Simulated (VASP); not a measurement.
Write the native input for VASP 6.6.1 that does the following.

| Property | Result |
| --- | --- |
| Task | single point |
| Functional | PBE |
| Potentials or basis | VASP PAW PBE potentials, release 64 (Be, S) |
| Cutoff | 520 eV |
| k mesh | 6 × 6 × 6 |
| Occupations | gaussian, width 0.1 eV |
| Spin | no spin polarisation |
| Dipole correction | no |
| Further INCAR settings | ALGO = Normal; EDIFF = 1e-06; NBANDS = 15 |

The structure of Be4S lies in POSCAR:

```
Be4S
1.0
    2.1874658502      1.2629339956      3.8867800928
   -2.1874658502      1.2629339956      3.8867800928
    0.0000000000     -2.5258679967      3.8867800910
Be S
4 1
Direct
    0.5000000000      0.5000000000      0.0000000000
    0.0000000000      0.5000000000      0.5000000000
    0.5000000000      0.0000000000      0.5000000000
    0.5000000000      0.5000000000      0.5000000000
    0.0000000000      0.0000000000      0.0000000000
```

One way to write it, as run:

INCAR

```
  ALGO = Normal
  EDIFF = 1E-6
  ENCUT = 520
  GGA = PE
  ISIF = 2
  ISMEAR = 0
  LASPH = T
  LCHARG = F
  LREAL = F
  LWAVE = F
  NBANDS = 15
  NELM = 60
  PREC = Accurate
  SIGMA = 0.1
```

KPOINTS

```
k-points
0
Gamma
  6 6 6
```

Potentials or basis: VASP PAW PBE potentials, release 64 (Be, S).

Run with:

```sh
$ cat potpaw_PBE.64/Be/POTCAR potpaw_PBE.64/S/POTCAR > POTCAR
$ mpirun -np 1 vasp_std > vasp.out
```

Results of the run:

| Property | Result |
| --- | --- |
| Pressure | 0.1 GPa |
| Band gap on the k mesh | zero (band 7 reaches 5.74 eV, above the bottom of band 8 at 3.94 eV) |

Run time: 12 s on 1 thread of Intel(R) Xeon(R) 6975P-C (Granite Rapids), on a shared host, peak memory 0.2 GiB.
